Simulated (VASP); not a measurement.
Write the native input for VASP 6.6.1 that does the following.

```
Task                   : relaxation of cell and atoms
Functional             : LDA
Potentials or basis    : VASP PAW LDA potentials, release 64 (Zn)
Cutoff                 : 600 eV
k mesh                 : 13 × 13 × 13
Occupations            : fermi-dirac, width 0.1 eV
Spin                   : no spin polarisation
Target pressure        : -1.7 GPa
Dipole correction      : no
Further INCAR settings : ALGO = Normal; EDIFF = 1e-06; IBRION = 2; EDIFFG = -0.005; NSW = 32; ISIF = 3
```

The structure of Zn lies in POSCAR:

```
Zn
1.0
    0.0000000000      2.8188264119      2.8188264119
    2.8188264119      0.0000000000      2.8188264119
    2.8188264119      2.8188264119      0.0000000000
Zn
2
Direct
   -0.1250000000     -0.1250000000     -0.1250000000
    0.1250000000      0.1250000000      0.1250000000
```

This isn't the form of Zn at room conditions, which is hcp.

The input as run:

INCAR

```
SYSTEM = Zn
ALGO = Normal
EDIFF = 1E-6
EDIFFG = -0.005
ENCUT = 600
IBRION = 2
ISIF = 3
ISMEAR = -1
LASPH = .TRUE.
LCHARG = .FALSE.
LREAL = .FALSE.
LWAVE = .FALSE.
NELM = 60
NSW = 32
PREC = Accurate
PSTRESS = -17.0
SIGMA = 0.1
```

KPOINTS

```
k-points
0
G
  13 13 13
  0 0 0
```

Potentials or basis: VASP PAW LDA potentials, release 64 (Zn).

Command:

```console
$ cat potpaw_LDA.64/Zn/POTCAR > POTCAR
$ mpirun -np 1 vasp_std > vasp.out
```

Results of the run:

```json
{
  "Relaxed volume": "22.55 Å³/atom",
  "Relaxed cell": "a = 3.995 Å, b = 3.995 Å, c = 3.995 Å, α = 60.00°, β = 60.00°, γ = 60.00°",
  "Space group after relaxing (to 0.1 Å)": "Fd-3m (No. 227)",
  "Energy change on relaxing (the run minimises the enthalpy)": "+1.5 meV/atom",
  "Ionic steps": "3",
  "Pressure after relaxing": "-1.7 GPa",
  "Band gap on the k mesh": "zero (bands 12 and 13 overlap by 6.34 eV)"
}
```

Caveat: the cell is relaxed towards a set pressure, so the run minimises the enthalpy, not the energy.

Run time: 34 s on 1 thread of Intel(R) Xeon(R) 6975P-C (Granite Rapids), on a shared host, peak memory 0.19 GiB.
